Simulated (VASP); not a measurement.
Here is a VASP 6.6.1 calculation.

Contents of INCAR:

```
SYSTEM = ZnCu
PREC = Accurate
ENCUT = 520
EDIFF = 1E-7
ISMEAR = 0
SIGMA = 0.1
LREAL = .False.
LASPH = .True.
NELM = 60
ALGO = Normal
ISIF = 2
LWAVE = .False.
LCHARG = .True.
GGA = PE
LELF = .True.
LVHAR = .True.
NBANDS = 18
```

Contents of KPOINTS:

```
regular mesh
0
Gamma
  4 4 4
  0 0 0
```

POSCAR

```
ZnCu
1.0
    2.9450000000      0.0000000000      0.0000000000
    0.0000000000      2.9450000000      0.0000000000
    0.0000000000      0.0000000000      2.9450000000
Zn Cu
1 1
Direct
    0.5000000000      0.5000000000      0.5000000000
    0.0000000000      0.0000000000      0.0000000000
```

Potentials or basis: VASP PAW PBE potentials, release 64 (Zn, Cu).

Command:

```sh
$ cat potpaw_PBE.64/Zn/POTCAR potpaw_PBE.64/Cu/POTCAR > POTCAR
$ mpirun -np 1 vasp_std > vasp.out
```

**Question.** Predict the pressure.

**Answer.** 1.9 GPa.

Caveat: the k points lie up to 0.53 Å⁻¹ apart.
